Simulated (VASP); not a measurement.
# MgSe (a.bB) (Fm-3m) in VASP: a series of runs

The runs below take MgSe (a.bB) through single point, with PBEsol.

Program: VASP 6.6.1. These are calculated values, not measurements. Logs are shortened: lines on timing, memory, paths and dates and some standing lists are left out, and cuts for length are marked.

**1. The cell of the first run**

Symmetry: Fm-3m, No. 225, cubic system. Conventional cell: a = 5.449 Å, b = 5.449 Å, c = 5.449 Å, α = 90.00°, β = 90.00°, γ = 90.00°. Within 3.6 Å of Mg (site symmetry m-3m) lie 6 Se at 2.72 Å. Se (site symmetry m-3m) has 6 Mg at 2.72 Å within 3.6 Å.

**2. Single point, PBEsol**

The input, INCAR:

```
SYSTEM = MgSe
PREC = Accurate ; ENCUT = 600
EDIFF = 1E-6 ; ISMEAR = 0
SIGMA = 0.02 ; LREAL = .FALSE.
LASPH = .TRUE. ; NELM = 120
ALGO = Normal ; ISIF = 2
LWAVE = .FALSE. ; LCHARG = .FALSE.
GGA = PS ; NBANDS = 11
GGA_COMPAT = .FALSE.
```

The input, KPOINTS:

```
Automatic mesh
0
G
  8 8 8
  0 0 0
```

The input, POSCAR:

```
MgSe
1.0
    0.0000000000      2.7246416510      2.7246416510
    2.7246416510      0.0000000000      2.7246416510
    2.7246416510      2.7246416510      0.0000000000
Mg Se
1 1
Direct
    0.0000000000      0.0000000000      0.0000000000
    0.5000000000      0.5000000000      0.5000000000
```

Potentials or basis: VASP PAW PBE potentials, release 64 (Mg, Se).

The run is started by

```bash
> cat potpaw_PBE.64/Mg/POTCAR potpaw_PBE.64/Se/POTCAR > POTCAR
> mpirun -np 1 vasp_std > vasp.out
```

OUTCAR:

```text
SYSTEM = MgSe
   PREC = Accurate
   ENCUT = 600
   EDIFF = 1E-6
   ISMEAR = 0
   LREAL = .FALSE.
   LASPH = .TRUE.
   NELM = 120
   ISIF = 2
   GGA = PS

 ion  position               nearest neighbor table
   1  0.000  0.000  0.000-   2 2.72   2 2.72   2 2.72   2 2.72   2 2.72   2 2.72
   2  0.500  0.500  0.500-   1 2.72   1 2.72   1 2.72   1 2.72   1 2.72   1 2.72

  LATTYP: Found a face centered cubic cell.
 ALAT       =     5.4492833020

  Lattice vectors:

 A1 = (   0.0000000000,   2.7246416510,   2.7246416510)
 A2 = (   2.7246416510,   0.0000000000,   2.7246416510)
 A3 = (   2.7246416510,   2.7246416510,   0.0000000000)

Analysis of symmetry for initial positions (statically):
=====================================================================
 Subroutine PRICEL returns:
 Original cell was already a primitive cell.

 Routine SETGRP: Setting up the symmetry group for a
 face centered cubic supercell.

 Subroutine GETGRP returns: Found 48 space group operations
 (whereof 48 operations were pure point group operations)
 out of a pool of 48 trial point group operations.

The static configuration has the point symmetry O_h .

Analysis of symmetry for dynamics (positions and initial velocities):
=====================================================================
 Subroutine PRICEL returns:
 Original cell was already a primitive cell.

 Routine SETGRP: Setting up the symmetry group for a
 face centered cubic supercell.

 Subroutine GETGRP returns: Found 48 space group operations
 (whereof 48 operations were pure point group operations)
 out of a pool of 48 trial point group operations.

The dynamic configuration has the point symmetry O_h .

 Subroutine INISYM returns: Found 48 space group operations
 (whereof 48 operations are pure point group operations),
 and found     1 'primitive' translations

----------------------------------------------------------------------------------------

                                     Primitive cell

  volume of cell :      40.4537

  direct lattice vectors                    reciprocal lattice vectors
     0.000000000  2.724641651  2.724641651    -0.183510371  0.183510371  0.183510371
     2.724641651  0.000000000  2.724641651     0.183510371 -0.183510371  0.183510371
     2.724641651  2.724641651  0.000000000     0.183510371  0.183510371 -0.183510371

  length of vectors
     3.853225175  3.853225175  3.853225175     0.317849286  0.317849286  0.317849286

  position of ions in fractional coordinates (direct lattice)
     0.000000000  0.000000000  0.000000000
     0.500000000  0.500000000  0.500000000

  ion indices of the primitive-cell ions
   primitive index   ion index
                 1           1
                 2           2

----------------------------------------------------------------------------------------

 KPOINTS: Automatic mesh

Automatic generation of k-mesh.
 Grid dimensions read from file:
 generate k-points for:    8    8    8

 Generating k-lattice:

  Cartesian coordinates                     Fractional coordinates (reciprocal lattice)
    -0.022938796  0.022938796  0.022938796     0.125000000  0.000000000  0.000000000
     0.022938796 -0.022938796  0.022938796     0.000000000  0.125000000  0.000000000
     0.022938796  0.022938796 -0.022938796     0.000000000  0.000000000  0.125000000

  Length of vectors
     0.039731161  0.039731161  0.039731161

  Shift w.r.t. Gamma in fractional coordinates (k-lattice)
     0.000000000  0.000000000  0.000000000

 Subroutine IBZKPT returns following result:
 ===========================================

 Found     29 irreducible k-points:

 Following reciprocal coordinates:
            Coordinates               Weight
  0.000000  0.000000  0.000000      1.000000
  0.125000  0.000000  0.000000      8.000000
  0.250000  0.000000  0.000000      8.000000
  0.375000  0.000000  0.000000      8.000000
  0.500000  0.000000  0.000000      4.000000
  0.125000  0.125000  0.000000      6.000000
[... 16 lines left out ...]
  0.500000  0.250000  0.125000     48.000000
 -0.375000  0.250000  0.125000     24.000000
 [... further k-points ...]
   k-points           NKPTS =     29   k-points in BZ     NKDIM =     29   number of bands    NBANDS=     11
   number of dos      NEDOS =    301   number of ions     NIONS =      2
   total plane-waves  NPLWV =  32768
   dimension x,y,z NGX =    32 NGY =   32 NGZ =   32
   dimension x,y,z NGXF=    64 NGYF=   64 NGZF=   64
   ions per type =               1   1
   NGX,Y,Z   is equivalent  to a cutoff of  13.81, 13.81, 13.81 a.u.
   NGXF,Y,Z  is equivalent  to a cutoff of  27.61, 27.61, 27.61 a.u.
 SYSTEM =  MgSe
   PREC   = accura    normal or accurate (medium, high low for compatibility)
   ISTART =      0    job   : 0-new  1-cont  2-samecut
   ICHARG =      2    charge: 1-file 2-atom 10-const
   ISPIN  =      1    spin polarized calculation?
   LNONCOLLINEAR =      F non collinear calculations
   LSORBIT =      F    spin-orbit coupling
   LASPH  =      T    aspherical Exc in radial PAW
   ENCUT  =  600.0 eV  44.10 Ry    6.64 a.u.   7.70  7.70  7.70*2*pi/ulx,y,z
   NELM   =    120;   NELMIN=  2; NELMDL= -5     # of ELM steps
   EDIFF  = 0.1E-05   stopping-criterion for ELM
   LREAL  =      F    real-space projection
   EDIFFG = 0.1E-04   stopping-criterion for IOM
   NSW    =      0    number of steps for IOM
   IBRION =     -1    ionic relax: 0-MD 1-quasi-New 2-CG
   NFREE  =      0    steps in history (QN), initial steepest desc. (CG)
   ISIF   =      2    stress and relaxation
   ISYM   =      2    0-nonsym 1-usesym 2-fastsym
   POTIM  = 0.5000    time-step for ionic-motion
   TEBEG  =    0.0;   TEEND  =   0.0 temperature during run
   PSTRESS=    0.0 pullay stress
   NELECT =       8.0000    total number of electrons
   NUPDOWN=      -1.0000    fix difference up-down
   EMIN   =  10.00;   EMAX   =-10.00  energy-range for DOS
   EFERMI =   0.00;   METHOD = LEGACY
   ISMEAR =     0;   SIGMA  =   0.02  broadening in eV -4-tet -1-fermi 0-gaus
   EFERMI_NEDOS =   21; number of points for ismear=-14 and -15
   IALGO  =     38    algorithm
   IMIX   =      4    mixing-type and parameters
     AMIX     =   0.40;   BMIX     =  1.00
     AMIX_MAG =   1.60;   BMIX_MAG =  1.00
  volume/ion in A,a.u.               =      20.23       136.50
  Fermi-wavevector in a.u.,A,eV,Ry     =   0.953789  1.802399 12.377391  0.909713
  Thomas-Fermi vector in A             =   2.082476
   LORBIT       =      0    0 simple, 1 ext, 2 COOP (PROOUT), +10 PAW based schemes
   GGA     = PS    functional components
   LHFCALC =     F    Hartree Fock is set to
   AEXX    =    0.0000 exact exchange contribution
   IVDW    =     0    specifies the selected vdW correction
   LEPSILON=     F    determine dielectric tensor
   LRPA    =     F    only Hartree local field effects (RPA)
 non-spin polarized calculation
 Gauss-broadening in eV      SIGMA  =   0.02
  energy-cutoff  :      600.00
  volume of cell :       40.45
 maximum number of plane-waves:      1365
   NGX = 15   NGY = 15   NGZ = 15

 number of electron       8.0000000 magnetization

 Free energy of the ion-electron system (eV)
  ---------------------------------------------------
  ext. energy  EPLUGINS =         0.00000000
  ---------------------------------------------------
  free energy    TOTEN  =        -8.10615545 eV

  energy without entropy =       -8.10615545  energy(sigma->0) =       -8.10615545

 E-fermi :   3.2961     XC(G=0):  -9.6238

 val. band max:        3.1517428866   @ k =   0.0000   0.0000   0.0000
 cond. band min:       4.9151080465   @ k =   0.5000   0.5000   0.0000
 fundamental gap:      1.7633651598
 Fermi energy:         3.2961494264

 k-point     1 :       0.0000    0.0000    0.0000
  band No.  band energies     occupation
      1      -9.8250      2.00000
      2       3.1517      2.00000
      3       3.1517      2.00000
      4       3.1517      2.00000
      5       5.6582      0.00000
      6      10.4836      0.00000
      7      10.4836      0.00000
      8      10.4836      0.00000
      9      13.0941      0.00000
     10      13.0941      0.00000
     11      13.9454      0.00000

 k-point     2 :       0.1250    0.0000    0.0000
  band No.  band energies     occupation
      1      -9.6912      2.00000
      2       1.9103      2.00000
      3       3.0489      2.00000
      4       3.0489      2.00000
      5       6.6356      0.00000
      6      10.1601      0.00000
      7      10.7138      0.00000
      8      10.7138      0.00000
      9      12.0734      0.00000
     10      12.0734      0.00000
     11      13.8554      0.00000

 k-point     3 :       0.2500    0.0000    0.0000
  band No.  band energies     occupation
      1      -9.3322      2.00000
      2       0.0997      2.00000
      3       2.8270      2.00000
      4       2.8270      2.00000
      5       7.1747      0.00000
      6      10.1658      0.00000
      7      10.1658      0.00000
      8      10.8580      0.00000
      9      12.6714      0.00000
     10      12.6714      0.00000
     11      13.0726      0.00000

 k-point     4 :       0.3750    0.0000    0.0000
  band No.  band energies     occupation
      1      -8.9023      2.00000
      2      -1.3029      2.00000
      3       2.6337      2.00000
      4       2.6337      2.00000
      5       6.9750      0.00000
      6       9.4498      0.00000
      7       9.4498      0.00000
      8      11.8376      0.00000
      9      13.3460      0.00000
     10      14.6030      0.00000
     11      14.6030      0.00000
[... 239 lines left out ...]
 k-point    22 :       0.3750    0.2500    0.1250
  band No.  band energies     occupation
      1      -9.0527      2.00000
      2      -0.1569      2.00000
      3       1.5857      2.00000
      4       2.4373      2.00000
      5       7.9801      0.00000
      6       9.0789      0.00000
      7       9.3624      0.00000
      8      11.5373      0.00000
      9      12.6189      0.00000
     10      15.5543      0.00000
     11      16.0068      0.00000

 k-point    23 :       0.5000    0.2500    0.1250
  band No.  band energies     occupation
      1      -8.6917      2.00000
      2      -0.9616      2.00000
      3       1.0318      2.00000
      4       2.0959      2.00000
      5       7.8754      0.00000
      6       8.7744      0.00000
      7      10.3057      0.00000
      8      11.4166      0.00000
      9      13.9964      0.00000
     10      15.7646      0.00000
     11      16.5210      0.00000

 k-point    24 :      -0.3750    0.2500    0.1250
  band No.  band energies     occupation
      1      -8.5222      2.00000
      2      -1.3278      2.00000
      3       0.8869      2.00000
      4       1.9181      2.00000
      5       7.8552      0.00000
      6       8.4812      0.00000
      7      10.8605      0.00000
      8      12.1553      0.00000
      9      14.1366      0.00000
     10      14.8548      0.00000
     11      17.1603      0.00000

 [... further k-points ...]

------------------------ aborting loop because EDIFF is reached ----------------------------------------

  FORCE on cell =-STRESS in cart. coord.  units (eV):
  Direction    XX          YY          ZZ          XY          YZ          ZX
  --------------------------------------------------------------------------------------
  -------------------------------------------------------------------------------------
  Total       -0.0096977     -0.0096977     -0.0096977      0.0000000      0.0000000     -0.0000000
  in kB       -0.3840783     -0.3840783     -0.3840783      0.0000000      0.0000000     -0.0000000
  external PRESSURE =      -0.3840783 kB  Pullay stress =       0.0000000 kB

 VOLUME and BASIS-vectors are now :
 -----------------------------------------------------------------------------
  energy-cutoff  :      600.00
  volume of cell :       40.45
      direct lattice vectors                 reciprocal lattice vectors
     0.000000000  2.724641651  2.724641651    -0.183510371  0.183510371  0.183510371
     2.724641651  0.000000000  2.724641651     0.183510371 -0.183510371  0.183510371
     2.724641651  2.724641651  0.000000000     0.183510371  0.183510371 -0.183510371

 POSITION                                       TOTAL-FORCE (eV/Angst)
 -----------------------------------------------------------------------------------
      0.00000      0.00000      0.00000        -0.000000      0.000000      0.000000
      2.72464      2.72464      2.72464         0.000000     -0.000000     -0.000000
 -----------------------------------------------------------------------------------
    total drift:                               -0.000000     -0.000000      0.000000

  FREE ENERGIE OF THE ION-ELECTRON SYSTEM (eV)
  ---------------------------------------------------
  free  energy   TOTEN  =        -8.1061554499 eV

  energy  without entropy=       -8.1061554499  energy(sigma->0) =       -8.10615545
```

Wall time 12 s (1 thread of Intel Xeon Platinum 8375C at 2.90GHz (Ice Lake), shared host); peak memory 0.18 GiB.

What came out:

| Property | Result |
| --- | --- |
| Free energy | -8.1062 eV |
| Pressure | 0.0 GPa |
| Band gap on the k mesh | 1.76 eV, indirect (least direct gap 2.51 eV) |

Caveat: the PAW data sets were made with another functional, which shifts forces and pressure a little.

**3. Single point, PBEsol**

The input, INCAR:

```
ALGO = Normal
EDIFF = 1E-6
ENCUT = 600
GGA = PS
GGA_COMPAT = F
ISIF = 2
ISMEAR = 0
LASPH = T
LCHARG = F
LREAL = F
LWAVE = F
NBANDS = 11
NELM = 120
PREC = Accurate
SIGMA = 0.02
```

The input, KPOINTS:

```
k-points
0
Gamma
  8 8 8
```

POSCAR is that of step 2.

Potentials or basis: VASP PAW PBE potentials, release 64 (Mg, Se).

The run is started by

```bash
> cat potpaw_PBE.64/Mg/POTCAR potpaw_PBE.64/Se/POTCAR > POTCAR
> mpirun -np 1 vasp_std > vasp.out
```

It took 12 s on 1 thread of Intel Xeon Platinum 8375C at 2.90GHz (Ice Lake), shared host; peak memory 0.18 GiB.

It converged, with:

- Free energy: -8.1062 eV
- Pressure: 0.0 GPa
- Band gap on the k mesh: 1.76 eV, indirect (least direct gap 2.51 eV)

Levels at points of the mesh, in eV from the valence-band top:
| k point | band 2 | band 3 | band 4 | band 5 | band 6 | band 7 |
| --- | --- | --- | --- | --- | --- | --- |
| (0.00, 0.00, 0.00) | 0.00 | 0.00 | 0.00 | 2.51 | 7.33 | 7.33 |
| (0.50, 0.00, 0.00) | -5.00 | -0.59 | -0.59 | 3.71 | 6.04 | 6.04 |
| (0.50, 0.50, 0.00) | -4.32 | -1.81 | -1.81 | 1.76 | 3.84 | 11.65 |

Caveat: the PAW data sets were made with another functional, which shifts forces and pressure a little. A k mesh can miss the band edges.
